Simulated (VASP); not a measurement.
Write the native input for VASP 6.6.1 that does the following.

```yaml
Task: single point
Functional: LDA
Potentials_or_basis: VASP PAW LDA potentials, release 64 (W_sv)
Cutoff: 520 eV
k_mesh: 22 × 22 × 22
Occupations: gaussian, width 0.15 eV
Spin: no spin polarisation
Dipole_correction: no
Further_INCAR_settings: ALGO = Fast; EDIFF = 1e-06; NBANDS = 13
```

The structure of W lies in POSCAR:

```
W
1.0
    0.0000000000      2.0300000000      2.0300000000
    2.0300000000      0.0000000000      2.0300000000
    2.0300000000      2.0300000000      0.0000000000
W
1
Direct
    0.0000000000      0.0000000000      0.0000000000
```

The input as run:

INCAR

```
  PREC = Accurate
  ENCUT = 520
  EDIFF = 1E-6
  ISMEAR = 0
  SIGMA = 0.15
  LREAL = False
  LASPH = True
  NELM = 80
  ALGO = Fast
  ISIF = 2
  LWAVE = False
  LCHARG = False
  NBANDS = 13
```

KPOINTS

```
Automatic mesh
0
Gamma
  22 22 22
```

Potentials or basis: VASP PAW LDA potentials, release 64 (W_sv).

Launch:

```bash
$ cat potpaw_LDA.64/W_sv/POTCAR > POTCAR
$ mpirun -np 1 vasp_std > vasp.out
```

Results of the run:

- Pressure: -16.5 GPa
- Band gap on the k mesh: zero (band 7 reaches 13.17 eV, above the bottom of band 8 at 9.53 eV)

Caveat: spin-orbit coupling is left out, which moves the levels of the heavy elements.

Run time: 76 s on 1 thread of Intel Xeon 8259CL, with other jobs on the host, peak memory 0.18 GiB.
